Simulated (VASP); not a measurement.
A run of VASP 6.6.1 is set up as follows.

Contents of INCAR:

```
SYSTEM = TiO
PREC     = Accurate       ! precision mode
ENCUT    = 520            ! plane-wave cutoff, eV
EDIFF    = 1E-6           ! SCF threshold, eV
ISMEAR   = 0              ! smearing method
SIGMA    = 0.1            ! smearing width, eV
LREAL    = .False.        ! projectors in reciprocal space
LASPH    = .True.         ! aspherical terms in the spheres
NELM     = 80             ! most SCF steps
ALGO     = Normal         ! electronic algorithm
ISIF     = 2              ! what is computed and relaxed
LWAVE    = .False.        ! write WAVECAR
LCHARG   = .True.         ! write CHGCAR
GGA      = PS             ! functional
LELF     = .True.         ! ELF
LVHAR    = .True.       
NBANDS   = 36             ! bands
```

File KPOINTS:

```
Automatic mesh
0
Gamma
  10 10 10
  0 0 0
```

Contents of POSCAR:

```
TiO
1.0
    4.1126169162      0.0000000000      0.0000000000
    0.0000000000      4.1126169162      0.0000000000
    0.0000000000      0.0000000000      4.1126169162
Ti O
3 3
Direct
    0.5000000000      0.5000000000      0.0000000000
    0.0000000000      0.5000000000      0.5000000000
    0.5000000000      0.0000000000      0.5000000000
    0.0000000000      0.5000000000      0.0000000000
    0.5000000000      0.0000000000      0.0000000000
    0.0000000000      0.0000000000      0.5000000000
```

Potentials or basis: VASP PAW PBE potentials, release 64 (Ti_sv, O).

Run with:

```console
$ cat potpaw_PBE.64/Ti_sv/POTCAR potpaw_PBE.64/O/POTCAR > POTCAR
$ mpirun -np 1 vasp_std > vasp.out
```

Problem. Estimate the band gap on the k mesh.

Solution. Zero (band 27 reaches 8.06 eV, above the bottom of band 28 at 6.23 eV).

Problem. What does it give for the pressure?

Solution. -11.1 GPa.

Caveat: the PAW data sets were made with another functional, which shifts forces and pressure a little; semilocal functionals often make such compounds metallic where correlation or magnetic order opens a gap, which also shifts bond lengths.
